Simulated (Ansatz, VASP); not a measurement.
## Two plane-wave programs on CsPbCl3

Contents of INCAR:

```
SYSTEM = CsPbCl3
PREC     = Accurate       ! precision mode
ENCUT    = 520            ! plane-wave cutoff, eV
EDIFF    = 1E-7           ! SCF threshold, eV
ISMEAR   = 0              ! smearing method
SIGMA    = 0.05           ! smearing width, eV
LREAL    = .FALSE.        ! projectors in reciprocal space
LASPH    = .TRUE.         ! aspherical terms in the spheres
NELM     = 60             ! most SCF steps
ALGO     = Normal         ! electronic algorithm
ISIF     = 2              ! what is computed and relaxed
LWAVE    = .FALSE.        ! write WAVECAR
LCHARG   = .FALSE.        ! write CHGCAR
GGA      = PS             ! functional
NBANDS   = 30             ! bands
```

Contents of KPOINTS:

```
regular mesh
0
G
  6 6 6
  0 0 0
```

The input POSCAR:

```
CsPbCl3
1.0
    3.5262199197      2.5519985601      3.2437951379
   -3.5262199197      2.5519985601      3.2437951379
    0.0000000000     -5.1039971202      3.2437951379
Cs Pb Cl
1 1 3
Direct
    0.5000000000      0.5000000000      0.5000000000
    0.0000000000      0.0000000000      0.0000000000
    0.5000000000      0.0001652038      0.9998347962
    0.0001652038      0.9998347962      0.5000000000
    0.9998347962      0.5000000000      0.0001652038
```

Input for Ansatz:

```yaml
crystal:
  lattice:
    - [3.5262199197, 2.5519985601, 3.2437951379]
    - [-3.5262199197, 2.5519985601, 3.2437951379]
    - [0.0, -5.1039971202, 3.2437951379]
  atoms:
    - { symbol: Cs, position: [0.5, 0.5, 0.5] }
    - { symbol: Pb, position: [0.0, 0.0, 0.0] }
    - { symbol: Cl, position: [0.5, 0.0001652038, 0.9998347962] }
    - { symbol: Cl, position: [0.0001652038, 0.9998347962, 0.5] }
    - { symbol: Cl, position: [0.9998347962, 0.5, 0.0001652038] }
basis:
  ecutwfc: 420
kpoints:
  mp_grid: { grid: [6, 6, 6] }
hamiltonian:
  xc: pbesol
scf:
  occupations: { method: gaussian, width: 0.05 }
output:
  forces: true
  stress: true
  eigenvalues: true
```

Change from the starting cell: strain -0.1125 x Voigt [1, -1, 0, 0, 0, 0], atoms carried along.

Alike in both runs: task single point; functional PBEsol; k mesh 6 × 6 × 6; occupations gaussian, width 0.05 eV; no spin polarisation.

```csv
,VASP,Ansatz
version,VASP 6.6.1,Ansatz 0.2.0
potentials or method,"VASP PAW PBE potentials, release 64 (Cs_sv, Pb_d, Cl), cutoff 520 eV","scalar-relativistic, plane waves, PAW"
valence electrons in the cell,44,44
```

|  | VASP | Ansatz | Ansatz less VASP |
| --- | --- | --- | --- |
| gap on the k mesh at the Fermi level (eV) | 1.21 | 1.21 | -0.003 |
| least direct gap on the mesh (eV) | 1.21 | 1.21 | -0.003 |
| pressure (GPa) | 0.9 | 0.9 | +0.03 |
| traceless stress, the component that is largest in VASP (GPa) | 2.35 | 2.34 | -0.015 |

VASP's potentials were made for PBE, not for PBEsol.

Neither program's run includes spin-orbit coupling.
